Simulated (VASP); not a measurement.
## Ge2N: relaxation of cell and atoms with PBE

Crystal: Ge2N.

```
CELL_PARAMETERS angstrom
4.29038 0.00000 0.00000
-2.14519 3.71558 0.00000
0.00000 0.00000 3.00063
ATOMIC_POSITIONS crystal
Ge 0.33333 0.66667 0.42000
Ge 0.66667 0.33333 0.58000
N 0.00000 0.00000 0.00000
```

The cell was built from a structure type or drawn by symmetry, and may not be a known phase.

```json
{"Program": "VASP 6.6.1", "Task": "relaxation of cell and atoms", "Functional": "PBE", "Potentials or basis": "VASP PAW PBE potentials, release 64 (Ge_d, N)", "Cutoff": "600 eV", "k mesh": "6 × 6 × 6", "Occupations": "gaussian, width 0.1 eV", "Spin": "no spin polarisation", "Dipole correction": "no", "Further INCAR settings": "ALGO = Normal; EDIFF = 1e-07; IBRION = 2; EDIFFG = -0.04; NSW = 90; ISIF = 3"}
```

```yaml
Relaxed_volume: 14.05 Å³/atom
Relaxed_cell: a = 3.260 Å, b = 3.260 Å, c = 4.582 Å, α = 90.00°, β = 90.00°, γ = 120.00°
Space_group_after_relaxing_to_0.1_Å: P-3m1 (No. 164)
Pressure_after_relaxing: 0.0 GPa
Largest_force_after_relaxing: 0.032 eV/Å
Band_gap_on_the_k_mesh: zero (an odd number of electrons rules out a gap without spin polarisation)
```

Forces in eV/Å, atoms in the order of the input:
```
Ge   0.000  0.000 -0.032
Ge   0.000  0.000  0.032
N    0.000  0.000  0.000
```

Stress tensor (GPa, compression positive):
```
 0.06  0.00  0.00
 0.00  0.06  0.00
 0.00  0.00 -0.06
```

Final structure:
```cif
data_structure
_symmetry_space_group_name_H-M 'P 1'
_symmetry_Int_Tables_number 1
_cell_length_a 3.2597
_cell_length_b 3.2597
_cell_length_c 4.5819
_cell_angle_alpha 90.000
_cell_angle_beta 90.000
_cell_angle_gamma 120.000
_cell_volume 42.16
loop_
_atom_site_label
_atom_site_type_symbol
_atom_site_fract_x
_atom_site_fract_y
_atom_site_fract_z
_atom_site_occupancy
Ge1 Ge 0.33333 0.66667 0.27735 1
Ge2 Ge 0.66667 0.33333 0.72265 1
N1 N 0.00000 0.00000 0.00000 1
```

Levels at points of the mesh, in eV from the Fermi level:
```
           k point  band 12  band 13  band 14  band 15  band 16  band 17  band 18  band 19  band 20
(0.00, 0.00, 0.00)    -9.89    -8.57    -2.90    -2.90    -0.35     1.79     3.19     3.19     7.60
(0.50, 0.00, 0.00)   -10.62    -5.96    -5.13    -4.38    -4.15    -2.36     2.82     3.38     3.99
(0.00, 0.00, 0.50)   -12.41    -4.21    -2.88    -2.88    -2.83     4.20     4.75     4.75     4.90
(0.50, 0.00, 0.50)    -9.59    -8.28    -7.26    -4.08    -1.26    -1.04     1.35     2.84     4.74
```

Wall time 12 min on 1 thread of AMD EPYC 7R13 Processor (Zen 3) (shared host), peak memory 0.18 GiB.

Caveat: a cell axis changed by over 15 % at a fixed basis, so the end point is rough.
